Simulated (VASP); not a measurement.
# TiAl (P4/mmm) in VASP: notebook, part 2 of 2

VASP 6.6.1. Earlier steps stand in the parts before.

## (3) Single point, PBEsol (strain -0.015 along x and y, -0.030 along z)

The input, INCAR:

```
SYSTEM = TiAl
PREC = Accurate
ENCUT = 520
EDIFF = 1E-7
ISMEAR = 0
SIGMA = 0.15
LREAL = .FALSE.
LASPH = .TRUE.
NELM = 100
ALGO = Fast
ISIF = 2
LWAVE = .FALSE.
LCHARG = .TRUE.
GGA = PS
LELF = .TRUE.
LVHAR = .TRUE.
NBANDS = 14
```

The input, KPOINTS:

```
Automatic mesh
0
G
  20 20 20
  0 0 0
```

The input, POSCAR:

```
TiAl
1.0
    3.1091269662      0.0000000000      0.0000000000
    0.0000000000      3.1091269662      0.0000000000
    0.0000000000      0.0000000000      3.0617798551
Ti Al
1 1
Direct
    0.0000000000      0.0000000000      0.0000000000
    0.5000000000      0.5000000000      0.5000000000
```

Potentials or basis: VASP PAW PBE potentials, release 64 (Ti_sv, Al).

Command:

```sh
$ cat potpaw_PBE.64/Ti_sv/POTCAR potpaw_PBE.64/Al/POTCAR > POTCAR
$ mpirun -np 1 vasp_std > vasp.out
```

OUTCAR:

```text
SYSTEM = TiAl
   PREC = Accurate
   ENCUT = 520
   EDIFF = 1E-7
   ISMEAR = 0
   LREAL = .FALSE.
   LASPH = .TRUE.
   NELM = 100
   ISIF = 2
   GGA = PS

 ion  position               nearest neighbor table
   1  0.000  0.000  0.000-   2 2.68   2 2.68   2 2.68   2 2.68   2 2.68   2 2.68   2 2.68   2 2.68

   2  0.500  0.500  0.500-   1 2.68   1 2.68   1 2.68   1 2.68   1 2.68   1 2.68   1 2.68   1 2.68

  LATTYP: Found a simple tetragonal cell.
 ALAT       =     3.1091269662
 C/A-ratio  =     0.9847715736

  Lattice vectors:

 A1 = (   3.1091269662,   0.0000000000,   0.0000000000)
 A2 = (   0.0000000000,   3.1091269662,   0.0000000000)
 A3 = (   0.0000000000,   0.0000000000,   3.0617798551)

Analysis of symmetry for initial positions (statically):
=====================================================================
 Subroutine PRICEL returns:
 Original cell was already a primitive cell.

 Routine SETGRP: Setting up the symmetry group for a
 simple tetragonal supercell.

 Subroutine GETGRP returns: Found 16 space group operations
 (whereof 16 operations were pure point group operations)
 out of a pool of 16 trial point group operations.

The static configuration has the point symmetry D_4h.

Analysis of symmetry for dynamics (positions and initial velocities):
=====================================================================
 Subroutine PRICEL returns:
 Original cell was already a primitive cell.

 Routine SETGRP: Setting up the symmetry group for a
 simple tetragonal supercell.

 Subroutine GETGRP returns: Found 16 space group operations
 (whereof 16 operations were pure point group operations)
 out of a pool of 16 trial point group operations.

The dynamic configuration has the point symmetry D_4h.

 Subroutine INISYM returns: Found 16 space group operations
 (whereof 16 operations are pure point group operations),
 and found     1 'primitive' translations

----------------------------------------------------------------------------------------

                                     Primitive cell
[... 123 lines left out ...]
 RMM-DIIS sequential band-by-band and
 Gauss-broadening in eV      SIGMA  =   0.15
  energy-cutoff  :      520.00
  volume of cell :       29.60
 maximum number of plane-waves:       824
 NGX is ok and might be reduce to    24
   NGX = 11   NGY = 11   NGZ = 11

 number of electron      15.0000003 magnetization

 Free energy of the ion-electron system (eV)
  ---------------------------------------------------
  ext. energy  EPLUGINS =         0.00000000
  ---------------------------------------------------
  free energy    TOTEN  =       -12.93585026 eV

  energy without entropy =      -12.91040878  energy(sigma->0) =      -12.92312952

 E-fermi :   9.5664     XC(G=0): -11.5509

 val. band max:        9.5650147116   @ k =   0.3500   0.1000   0.2500
 cond. band min:       9.5668450514   @ k =   0.0500   0.0500   0.4500
 fundamental gap:      0.0018303398
 Fermi energy:         9.5664174919

 k-point     1 :       0.0000    0.0000    0.0000
  band No.  band energies     occupation
      1     -46.9248      2.00000
      2     -23.2275      2.00000
      3     -23.2275      2.00000
      4     -23.2018      2.00000
      5      -0.0521      2.00000
      6       7.9071      2.00000
      7       7.9501      2.00000
      8      11.4929      0.00000
      9      11.5808      0.00000
     10      11.5808      0.00000
     11      14.2545      0.00000
     12      14.2545      0.00000
     13      14.7009      0.00000
     14      18.8817      0.00000
[... 377 lines left out ...]
      1     -46.9157      2.00000
      2     -23.3041      2.00000
      3     -23.2419      2.00000
      4     -23.1933      2.00000
      5       0.7754      2.00000
      6       7.5117      2.00000
      7       8.1748      2.00000
      8      10.3166      0.00000
      9      10.8060      0.00000
     10      11.4671      0.00000
     11      13.0919      0.00000
     12      14.8895      0.00000
     13      16.2862      0.00000
     14      18.3764      0.00000

 [... further k-points ...]

------------------------ aborting loop because EDIFF is reached ----------------------------------------

  FORCE on cell =-STRESS in cart. coord.  units (eV):
  Direction    XX          YY          ZZ          XY          YZ          ZX
  --------------------------------------------------------------------------------------
  -------------------------------------------------------------------------------------
  Total        1.5472705      1.5472705      1.4327245      0.0000000      0.0000000      0.0000000
  in kB       83.7579350     83.7579350     77.5572500      0.0000000      0.0000000      0.0000000
  external PRESSURE =      81.6910400 kB  Pullay stress =       0.0000000 kB

 VOLUME and BASIS-vectors are now :
 -----------------------------------------------------------------------------
  energy-cutoff  :      520.00
  volume of cell :       29.60
      direct lattice vectors                 reciprocal lattice vectors
     3.109126966  0.000000000  0.000000000     0.321633697  0.000000000  0.000000000
     0.000000000  3.109126966  0.000000000     0.000000000  0.321633697  0.000000000
     0.000000000  0.000000000  3.061779855     0.000000000  0.000000000  0.326607414

 POSITION                                       TOTAL-FORCE (eV/Angst)
 -----------------------------------------------------------------------------------
      0.00000      0.00000      0.00000         0.000000      0.000000      0.000000
      1.55456      1.55456      1.53089         0.000000      0.000000      0.000000
 -----------------------------------------------------------------------------------
    total drift:                               -0.000000      0.000000      0.000000

  FREE ENERGIE OF THE ION-ELECTRON SYSTEM (eV)
  ---------------------------------------------------
  free  energy   TOTEN  =       -12.9358502644 eV

  energy  without entropy=      -12.9104087794  energy(sigma->0) =      -12.92312952
```

OSZICAR:

```text
N       E                     dE             d eps       ncg     rms          rms(c)
DAV:   1     0.997997112697E+02    0.99800E+02   -0.71451E+03 20364   0.111E+03
DAV:   2    -0.910229810940E+01   -0.10890E+03   -0.10479E+03 20922   0.303E+02
DAV:   3    -0.144129455522E+02   -0.53106E+01   -0.51622E+01 30658   0.647E+01
[... 21 lines left out ...]
RMM:  25    -0.129358496582E+02   -0.29269E-06   -0.27921E-06 21209   0.627E-03    0.270E-03
RMM:  26    -0.129358498906E+02   -0.23239E-06   -0.25338E-06 20448   0.616E-03    0.913E-04
RMM:  27    -0.129358500348E+02   -0.14415E-06   -0.15415E-06 18021   0.476E-03    0.244E-04
RMM:  28    -0.129358501736E+02   -0.13885E-06   -0.13512E-06 15467   0.373E-03    0.168E-04
RMM:  29    -0.129358502644E+02   -0.90808E-07   -0.89606E-07 14869   0.324E-03
   1 F= -.12935850E+02 E0= -.12923130E+02  d E =-.254415E-01
```

Run time: 7.1 min. Hardware: 1 thread of AMD EPYC 7R13 (Zen 3), shared host; peak memory 0.37 GiB.

What came out:

* Free energy: -12.9359 eV
* Pressure: 8.2 GPa
* Band gap on the k mesh: zero (an odd number of electrons rules out a gap without spin polarisation)

Caveat: the cell differs from its parent crystal (strain -0.015 along x and y, -0.030 along z); the cell stands under pressure; the PAW data sets were made with another functional, which shifts forces and pressure a little.

## (4) Single point, PBEsol (strain -0.030 along x and y, +0.015 along z)

The input, INCAR:

```
ALGO     = Fast           # electronic algorithm
EDIFF    = 1E-6           # SCF threshold, eV
ENCUT    = 520            # plane-wave cutoff, eV
GGA      = PS             # functional
ISIF     = 2              # what is computed and relaxed
ISMEAR   = 0              # smearing method
LASPH    = T              # aspherical terms in the spheres
LCHARG   = F              # write CHGCAR
LREAL    = F              # projectors in reciprocal space
LWAVE    = F              # write WAVECAR
NBANDS   = 14             # bands
NELM     = 100            # most SCF steps
PREC     = Accurate       # precision mode
SIGMA    = 0.15           # smearing width, eV
```

The input, KPOINTS:

```
k-points
0
Gamma
  20 20 20
```

The input, POSCAR:

```
TiAl
1.0
    3.0617798551      0.0000000000      0.0000000000
    0.0000000000      3.0617798551      0.0000000000
    0.0000000000      0.0000000000      3.2038211886
Ti Al
1 1
Direct
    0.0000000000      0.0000000000      0.0000000000
    0.5000000000      0.5000000000      0.5000000000
```

Command:

```sh
$ cat potpaw_PBE.64/Ti_sv/POTCAR potpaw_PBE.64/Al/POTCAR > POTCAR
$ mpirun -np 1 vasp_std > vasp.out
```

Run time: 5.4 min. Hardware: 1 thread of AMD EPYC 7R13 (Zen 3), shared host; peak memory 0.38 GiB.

It converged, with:

* Free energy: -12.9641 eV
* Pressure: 6.1 GPa
* Band gap on the k mesh: zero (an odd number of electrons rules out a gap without spin polarisation)

Stress tensor (GPa, compression positive):
```
4.88 0.00 0.00
0.00 4.88 0.00
0.00 0.00 8.47
```

Levels at points of the mesh, in eV from the Fermi level:
```tsv
k point	band 6	band 7	band 8	band 9	band 10	band 11
(0.00, 0.00, 0.00)	-1.65	-1.52	1.90	1.90	2.14	3.94
(0.50, 0.00, 0.00)	-5.33	-0.56	-0.19	0.37	2.16	3.51
(0.50, 0.50, 0.00)	-1.91	-1.91	-1.47	0.50	0.50	3.18
(0.00, 0.00, 0.50)	-5.43	-0.67	0.35	0.35	2.31	2.95
(0.50, 0.00, 0.50)	-2.29	-2.01	-1.57	0.83	0.93	2.93
(0.50, 0.50, 0.50)	-3.28	-3.28	1.10	2.98	2.99	3.22
```

Caveat: the cell differs from its parent crystal (strain -0.030 along x and y, +0.015 along z); the cell stands under pressure; the PAW data sets were made with another functional, which shifts forces and pressure a little.

## (5) Overview

| cell | further INCAR settings | gap on the mesh (eV) | pressure (GPa) |
| --- | --- | --- | --- |
| a = 3.062, b = 3.062, c = 3.156 Å, 2 atoms | ALGO = Fast; EDIFF = 1e-06; NBANDS = 14 | none | 8.2 |
| a = 3.109, b = 3.109, c = 3.062 Å, 2 atoms | ALGO = Fast; EDIFF = 1e-07; NBANDS = 14 | none | 8.2 |
| a = 3.062, b = 3.062, c = 3.204 Å, 2 atoms | ALGO = Fast; EDIFF = 1e-06; NBANDS = 14 | none | 6.1 |

Alike in all rows: task single point; level PBEsol; potentials or basis VASP PAW PBE potentials, release 64 (Ti_sv, Al); no spin polarisation; k mesh 20 × 20 × 20; cutoff (eV) 520; smearing gaussian 0.15 eV.

Caveats: the cell stands under pressure; the PAW data sets were made with another functional, which shifts forces and pressure a little.

Total energies depend on the potentials used, so only differences within one code and one set of settings carry meaning.
